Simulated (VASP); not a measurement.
# FeGe16 (F-43m) in VASP: single point with PBEsol+U

Aim: the single point of FeGe16 with PBEsol+U.

Program: VASP 6.6.1. These are calculated values, not measurements. Logs are shortened: lines on timing, memory, paths and dates and some standing lists are left out, and cuts for length are marked.

### 1 The cell of the first run

The structure is cubic, space group F-43m (No. 216). The conventional cell has a = 11.315 Å, b = 11.315 Å, c = 11.315 Å, α = 90.00°, β = 90.00°, γ = 90.00°. Within 3.3 Å of Fe (site symmetry -43m) lie 10 Ge at 2.47 to 2.86 Å. Within 3.2 Å of Ge (site symmetry -43m) lie 4 Ge at 2.43 Å. Within 3.2 Å of Ge (site symmetry 2mm) lie 4 Ge at 2.44 to 2.47 Å and 1 Fe at 2.86 Å. Within 3.2 Å of Ge (site symmetry -43m) lie 4 Ge at 2.43 Å. Within 3.2 Å of Ge (site symmetry 3m) lie 4 Ge at 2.43 to 2.47 Å and 1 Fe at 2.47 Å. Ge (site symmetry 3m) has 4 Ge at 2.43 to 2.44 Å within 3.2 Å.

### 2 Single point, PBEsol+U, collinear spin, ferromagnetic start

Input file INCAR:

```
SYSTEM = FeGe16
PREC = Accurate
ENCUT = 600
EDIFF = 1E-6
ISMEAR = 0
SIGMA = 0.05
LREAL = .FALSE.
LASPH = .TRUE.
NELM = 200
ALGO = Normal
ISIF = 2
LWAVE = .FALSE.
LCHARG = .FALSE.
ISPIN = 2
MAGMOM = 2.36 0 -0.01 -0.01 -0.01 -0.01 -0.01 -0.01 0 0 0 0 0 0 0 0 0
LORBIT = 11
LMAXMIX = 4
LDAU = .TRUE.
LDAUTYPE = 2
LDAUL = 2 -1
LDAUU = 6 0
LDAUJ = 0 0
LDAUPRINT = 1
GGA = PS
NBANDS = 134
GGA_COMPAT = .FALSE.
```

Input file KPOINTS:

```
regular mesh
0
G
  3 3 3
  0 0 0
```

Input file POSCAR:

```
FeGe16
1.0
    0.0000000000      5.6575400000      5.6575400000
    5.6575400000      0.0000000000      5.6575400000
    5.6575400000      5.6575400000      0.0000000000
Fe Ge
1 16
Direct
    0.2500000000      0.2500000000      0.2500000000
    1.0000000000      1.0000000000      0.0000000000
    0.9976125891      0.9976125891      0.5023874109
    0.9976125891      0.5023874109      0.9976125891
    0.9976125891      0.5023874109      0.5023874109
    0.5023874109      0.9976125891      0.9976125891
    0.5023874109      0.9976125891      0.5023874109
    0.5023874109      0.5023874109      0.9976125891
    0.5000000000      0.5000000000      0.5000000000
    0.1242205332      0.1242205332      0.1242205332
    0.1242205332      0.1242205332      0.6273384004
    0.1242205332      0.6273384004      0.1242205332
    0.1277661185      0.6240779605      0.6240779605
    0.6273384004      0.1242205332      0.1242205332
    0.6240779605      0.1277661185      0.6240779605
    0.6240779605      0.6240779605      0.1277661185
    0.6240779605      0.6240779605      0.6240779605
```

Potentials or basis: VASP PAW PBE potentials, release 64 (Fe, Ge_d).

Run with:

```
$ cat potpaw_PBE.64/Fe/POTCAR potpaw_PBE.64/Ge_d/POTCAR > POTCAR
$ mpirun -np 1 vasp_std > vasp.out
```

OUTCAR:

```text
SYSTEM = FeGe16
   PREC = Accurate
   ENCUT = 600
   EDIFF = 1E-6
   ISMEAR = 0
   LREAL = .FALSE.
   LASPH = .TRUE.
   NELM = 200
   ISIF = 2
   ISPIN = 2
   LORBIT = 11
   GGA = PS

 ion  position               nearest neighbor table
   1  0.250  0.250  0.250-  10 2.47  11 2.47  12 2.47  14 2.47   7 2.86   8 2.86   3 2.86   4 2.86
                             5 2.86   6 2.86
   2  0.000  0.000  0.000-  11 2.43  12 2.43  14 2.43  10 2.43
   3  0.998  0.998  0.502-  13 2.44  15 2.44  10 2.47  11 2.47   1 2.86
   4  0.998  0.502  0.998-  13 2.44  16 2.44  10 2.47  12 2.47   1 2.86
   5  0.998  0.502  0.502-  17 2.44  13 2.44  11 2.47  12 2.47   1 2.86
   6  0.502  0.998  0.998-  15 2.44  16 2.44  10 2.47  14 2.47   1 2.86
   7  0.502  0.998  0.502-  17 2.44  15 2.44  11 2.47  14 2.47   1 2.86
   8  0.502  0.502  0.998-  17 2.44  16 2.44  12 2.47  14 2.47   1 2.86
   9  0.500  0.500  0.500-  13 2.43  15 2.43  16 2.43  17 2.43
  10  0.124  0.124  0.124-   2 2.43   1 2.47   3 2.47   4 2.47   6 2.47
  11  0.124  0.124  0.627-   2 2.43   1 2.47   5 2.47   7 2.47   3 2.47
  12  0.124  0.627  0.124-   2 2.43   1 2.47   5 2.47   8 2.47   4 2.47
  13  0.128  0.624  0.624-   9 2.43   4 2.44   3 2.44   5 2.44
  14  0.627  0.124  0.124-   2 2.43   1 2.47   7 2.47   8 2.47   6 2.47
  15  0.624  0.128  0.624-   9 2.43   6 2.44   3 2.44   7 2.44
  16  0.624  0.624  0.128-   9 2.43   6 2.44   4 2.44   8 2.44
  17  0.624  0.624  0.624-   9 2.43   7 2.44   8 2.44   5 2.44

  LATTYP: Found a face centered cubic cell.
 ALAT       =    11.3150800000

  Lattice vectors:

 A1 = (   0.0000000000,   5.6575400000,   5.6575400000)
 A2 = (   5.6575400000,   0.0000000000,   5.6575400000)
 A3 = (   5.6575400000,   5.6575400000,   0.0000000000)

Analysis of symmetry for initial positions (statically):
=====================================================================
 Subroutine PRICEL returns:
 Original cell was already a primitive cell.

 Routine SETGRP: Setting up the symmetry group for a
 face centered cubic supercell.

 Subroutine GETGRP returns: Found 24 space group operations
 (whereof 24 operations were pure point group operations)
 out of a pool of 48 trial point group operations.

The static configuration has the point symmetry T_d .

Analysis of symmetry for dynamics (positions and initial velocities):
=====================================================================
 Subroutine PRICEL returns:
 Original cell was already a primitive cell.

 Routine SETGRP: Setting up the symmetry group for a
 face centered cubic supercell.

 Subroutine GETGRP returns: Found 24 space group operations
 (whereof 24 operations were pure point group operations)
 out of a pool of 48 trial point group operations.

The dynamic configuration has the point symmetry T_d .

Analysis of structural, dynamic, and magnetic symmetry:
=====================================================================
 Subroutine PRICEL returns:
 Original cell was already a primitive cell.

 Routine SETGRP: Setting up the symmetry group for a
 face centered cubic supercell.

 Subroutine GETGRP returns: Found 24 space group operations
 (whereof 24 operations were pure point group operations)
 out of a pool of 48 trial point group operations.

The overall configuration has the point symmetry T_d .

 Subroutine INISYM returns: Found 24 space group operations
 (whereof 24 operations are pure point group operations),
 and found     1 'primitive' translations

----------------------------------------------------------------------------------------

                                     Primitive cell

  volume of cell :     362.1704

  direct lattice vectors                    reciprocal lattice vectors
     0.000000000  5.657540000  5.657540000    -0.088377634  0.088377634  0.088377634
     5.657540000  0.000000000  5.657540000     0.088377634 -0.088377634  0.088377634
     5.657540000  5.657540000  0.000000000     0.088377634  0.088377634 -0.088377634

  length of vectors
[... 125 lines left out ...]
   LRPA    =     F    only Hartree local field effects (RPA)
 spin polarized calculation
 Gauss-broadening in eV      SIGMA  =   0.05
  energy-cutoff  :      600.00
  volume of cell :      362.17
 maximum number of plane-waves:     12102
   NGX = 31   NGY = 31   NGZ = 31

atom =   1  type =  1  l = 2

 onsite density matrix

spin component  1

  0.9266  0.0000  0.0000  0.0000  0.0000
  0.0000  0.9266 -0.0000  0.0000 -0.0000
  0.0000 -0.0000  0.9634 -0.0000 -0.0000
  0.0000  0.0000 -0.0000  0.9266  0.0000
  0.0000 -0.0000 -0.0000  0.0000  0.9634

spin component  2

  0.6258  0.0000  0.0000  0.0000  0.0000
  0.0000  0.6258  0.0000  0.0000  0.0000
  0.0000  0.0000  0.0433  0.0000 -0.0000
  0.0000  0.0000  0.0000  0.6258 -0.0000
  0.0000  0.0000 -0.0000 -0.0000  0.0433

 occupancies and eigenvectors

  o =  0.0433  v =  0.0000  0.0000  0.0000  0.0000  0.0000  0.0000  0.0000  0.0181 -0.0000  0.9998      0.0000  0.0000  0.0000  0.0000  0.0000  0.0000  0.0000  0.0000  0.0000  0.0000
  o =  0.0433  v =  0.0000  0.0000  0.0000  0.0000  0.0000  0.0000 -0.0000  0.9998  0.0000 -0.0181      0.0000  0.0000  0.0000  0.0000  0.0000  0.0000  0.0000  0.0000  0.0000  0.0000
  o =  0.6258  v =  0.0000  0.0000  0.0000  0.0000  0.0000  1.0000  0.0000  0.0000  0.0000  0.0000      0.0000  0.0000  0.0000  0.0000  0.0000  0.0000  0.0000  0.0000  0.0000  0.0000
  o =  0.6258  v =  0.0000  0.0000  0.0000  0.0000  0.0000  0.0000  0.9712  0.0000  0.2381 -0.0000      0.0000  0.0000  0.0000  0.0000  0.0000  0.0000  0.0000  0.0000  0.0000  0.0000
  o =  0.6258  v =  0.0000  0.0000  0.0000  0.0000  0.0000  0.0000 -0.2381 -0.0000  0.9712  0.0000      0.0000  0.0000  0.0000  0.0000  0.0000  0.0000  0.0000  0.0000  0.0000  0.0000
  o =  0.9266  v =  0.0000 -0.6262 -0.0000 -0.7796 -0.0000  0.0000  0.0000  0.0000  0.0000  0.0000      0.0000  0.0000  0.0000  0.0000  0.0000  0.0000  0.0000  0.0000  0.0000  0.0000
  o =  0.9266  v =  0.0000 -0.7796 -0.0000  0.6262  0.0000  0.0000  0.0000  0.0000  0.0000  0.0000      0.0000  0.0000  0.0000  0.0000  0.0000  0.0000  0.0000  0.0000  0.0000  0.0000
  o =  0.9266  v =  1.0000  0.0000  0.0000  0.0000  0.0000  0.0000  0.0000  0.0000  0.0000  0.0000      0.0000  0.0000  0.0000  0.0000  0.0000  0.0000  0.0000  0.0000  0.0000  0.0000
  o =  0.9634  v =  0.0000  0.0000 -0.0001 -0.0000  1.0000  0.0000  0.0000  0.0000  0.0000  0.0000      0.0000  0.0000  0.0000  0.0000  0.0000  0.0000  0.0000  0.0000  0.0000  0.0000
  o =  0.9634  v =  0.0000 -0.0000  1.0000 -0.0000  0.0001  0.0000  0.0000  0.0000  0.0000  0.0000      0.0000  0.0000  0.0000  0.0000  0.0000  0.0000  0.0000  0.0000  0.0000  0.0000

 number of electron     232.0000026 magnetization       2.6619701

 Free energy of the ion-electron system (eV)
  ---------------------------------------------------
  ext. energy  EPLUGINS =         0.00000000
  ---------------------------------------------------
  free energy    TOTEN  =       -81.45675846 eV

  energy without entropy =      -81.43601599  energy(sigma->0) =      -81.44638722

 E-fermi :   5.3144     XC(G=0): -10.3844

 val. band max:        5.2882425942   @ k =   0.3333   0.3333   0.0000
 cond. band min:       5.3151660717   @ k =   0.3333   0.0000   0.0000
 fundamental gap:      0.0269234776
 Fermi energy:         5.3144021765

 spin component 1

 k-point     1 :       0.0000    0.0000    0.0000
  band No.  band energies     occupation
      1     -19.7474      1.00000
      2     -19.7474      1.00000
      3     -19.7474      1.00000
      4     -19.6730      1.00000
      5     -19.6730      1.00000
      6     -19.6283      1.00000
[... 513 lines left out ...]
    127       8.1829      0.00000
    128       8.2669      0.00000
 Fermi energy:         5.3144021765

 spin component 2

 k-point     1 :       0.0000    0.0000    0.0000
  band No.  band energies     occupation
      1     -19.7445      1.00000
      2     -19.7445      1.00000
      3     -19.7445      1.00000
      4     -19.6690      1.00000
      5     -19.6690      1.00000
      6     -19.6269      1.00000
[... 513 lines left out ...]
    127       8.3431      0.00000
    128       8.4330      0.00000
 [bands above 128 left out]

------------------------ aborting loop because EDIFF is reached ----------------------------------------

  FORCE on cell =-STRESS in cart. coord.  units (eV):
  Direction    XX          YY          ZZ          XY          YZ          ZX
  --------------------------------------------------------------------------------------
  -------------------------------------------------------------------------------------
  Total        6.0011861      6.0011861      6.0011861     -0.0000000      0.0000000      0.0000000
  in kB       26.5481816     26.5481816     26.5481816     -0.0000000      0.0000000      0.0000000
  external PRESSURE =      26.5481816 kB  Pullay stress =       0.0000000 kB

 VOLUME and BASIS-vectors are now :
 -----------------------------------------------------------------------------
  energy-cutoff  :      600.00
  volume of cell :      362.17
      direct lattice vectors                 reciprocal lattice vectors
     0.000000000  5.657540000  5.657540000    -0.088377634  0.088377634  0.088377634
     5.657540000  0.000000000  5.657540000     0.088377634 -0.088377634  0.088377634
     5.657540000  5.657540000  0.000000000     0.088377634  0.088377634 -0.088377634

 POSITION                                       TOTAL-FORCE (eV/Angst)
 -----------------------------------------------------------------------------------
      2.82877      2.82877      2.82877         0.000000     -0.000000     -0.000000
      0.00000      0.00000      0.00000         0.000000     -0.000000     -0.000000
      8.48631      8.48631     11.28807        -0.000000     -0.000000     -0.055343
      8.48631     11.28807      8.48631        -0.000000     -0.055343     -0.000000
      5.68455      8.48631      8.48631         0.055343     -0.000000     -0.000000
     11.28807      8.48631      8.48631        -0.055343     -0.000000     -0.000000
[... 9 lines left out ...]
      4.25359      4.25359      7.06149         0.007552      0.007552     -0.007552
      7.06149      7.06149      7.06149        -0.007552     -0.007552     -0.007552
 -----------------------------------------------------------------------------------
    total drift:                               -0.000000     -0.000000     -0.000000

  FREE ENERGIE OF THE ION-ELECTRON SYSTEM (eV)
  ---------------------------------------------------
  free  energy   TOTEN  =       -81.4567584602 eV

  energy  without entropy=      -81.4360159894  energy(sigma->0) =      -81.44638722

 total charge

# of ion       s       p       d       tot
------------------------------------------
    1        0.327   0.333   6.637   7.297
    2        1.164   1.214  10.034  12.412
    3        1.132   1.259  10.029  12.420
    4        1.132   1.259  10.029  12.420
    5        1.132   1.259  10.029  12.420
    6        1.132   1.259  10.029  12.420
[... 9 lines left out ...]
   16        1.133   1.260  10.029  12.422
   17        1.133   1.260  10.029  12.422
--------------------------------------------------
tot         18.449  20.561 167.160 206.170

 magnetization (x)

# of ion       s       p       d       tot
------------------------------------------
    1        0.023   0.016   2.736   2.775
    2       -0.003   0.030  -0.000   0.027
    3        0.003  -0.005   0.000  -0.003
    4        0.003  -0.005   0.000  -0.003
    5        0.003  -0.005   0.000  -0.003
    6        0.003  -0.005   0.000  -0.003
[... 9 lines left out ...]
   16        0.003   0.006  -0.001   0.007
   17        0.003   0.006  -0.001   0.007
--------------------------------------------------
tot          0.053   0.050   2.720   2.823
```

It took 32 min on 1 thread of Intel Xeon Platinum 8488C (Sapphire Rapids), shared host; peak memory 0.97 GiB.

Results:

| Quantity | Value |
| --- | --- |
| Free energy | -81.4568 eV |
| Pressure | 2.7 GPa |
| Largest force | 0.055 eV/Å |
| Net moment | 2.66 μB per cell |
| Site moments | Fe +2.77; Ge +0.03, -0.00, +0.00, +0.01 (each value once) μB |
| Valence electrons inside the program's atomic spheres | Fe 7.30; Ge 12.41, 12.42, 12.43, 12.46 (each value once) |

Forces on the atoms (eV/Å):
```
Fe   0.000  0.000  0.000
Ge   0.000  0.000  0.000
Ge   0.000  0.000 -0.055
Ge   0.000 -0.055  0.000
Ge   0.055  0.000  0.000
Ge  -0.055  0.000  0.000
Ge   0.000  0.055  0.000
Ge   0.000  0.000  0.055
Ge   0.000  0.000  0.000
Ge  -0.012 -0.012 -0.012
Ge   0.012  0.012 -0.012
Ge   0.012 -0.012  0.012
Ge  -0.008  0.008  0.008
Ge  -0.012  0.012  0.012
Ge   0.008 -0.008  0.008
Ge   0.008  0.008 -0.008
Ge  -0.008 -0.008 -0.008
```

Levels at points of the mesh, in eV from the Fermi level:
Spin up:
| k point | band 115 | band 116 | band 117 | band 118 | band 119 | band 120 |
| --- | --- | --- | --- | --- | --- | --- |
| (0.00, 0.00, 0.00) | -0.76 | -0.23 | -0.15 | -0.15 | -0.15 | -0.11 |
Spin down:
| k point | band 112 | band 113 | band 114 | band 115 | band 116 | band 117 | band 118 | band 119 |
| --- | --- | --- | --- | --- | --- | --- | --- | --- |
| (0.00, 0.00, 0.00) | -0.86 | -0.54 | -0.24 | -0.14 | -0.14 | -0.14 | 0.03 | 0.03 |

Eigenvalues of the final occupation matrices:
```tsv
site	spin	trace	eigenvalues
site 1 d	1	4.71	0.93 0.93 0.93 0.96 0.96
site 1 d	2	1.96	0.04 0.04 0.63 0.63 0.63
```

Caveat: the PAW data sets were made with another functional, which shifts forces and pressure a little; the U is typed as a test and isn't derived for this compound. The state reached can hang on the start; a lower one may exist.
